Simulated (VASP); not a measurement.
Input of a VASP 6.6.1 run:

File INCAR:

```
ALGO = Normal
EDIFF = 1E-6
ENCUT = 500
GGA = PE
GGA_COMPAT = False
ISIF = 2
ISMEAR = 0
LASPH = True
LCHARG = True
LELF = True
LREAL = False
LVHAR = True
LWAVE = False
NBANDS = 23
NELM = 120
PREC = Accurate
SIGMA = 0.15
```

File KPOINTS:

```
k-points
0
Gamma
  5 5 2
```

Contents of POSCAR:

```
Ga2S
1.0
    3.5411158757      0.0000000000      0.0000000000
   -1.7705579379      3.0666963061      0.0000000000
    0.0000000000      0.0000000000      6.1580229166
Ga S
2 1
Direct
    0.0000000000      0.0000000000      0.7686923844
    0.0000000000      0.0000000000      0.2313076156
    0.6666666667      0.3333333333      0.5000000000
```

Potentials or basis: VASP PAW PBE potentials, release 64 (Ga_d, S).

Run with:

```sh
$ cat potpaw_PBE.64/Ga_d/POTCAR potpaw_PBE.64/S/POTCAR > POTCAR
$ mpirun -np 1 vasp_std > vasp.out
```

Question: Predict the pressure.

Answer: 0.0 GPa.

Question: What does it give for the largest force?

Answer: 0.031 eV/Å.

Question: What does it give for the band gap on the k mesh?

Answer: Zero (bands 16 and 17 overlap by 1.19 eV).

Forces in eV/Å, atoms in the order of the input:
```
Ga   0.000  0.000  0.031
Ga   0.000  0.000 -0.031
S    0.000  0.000  0.000
```

Caveat: the k points lie up to 0.51 Å⁻¹ apart, too coarse for converged energies and pressures of a metal.
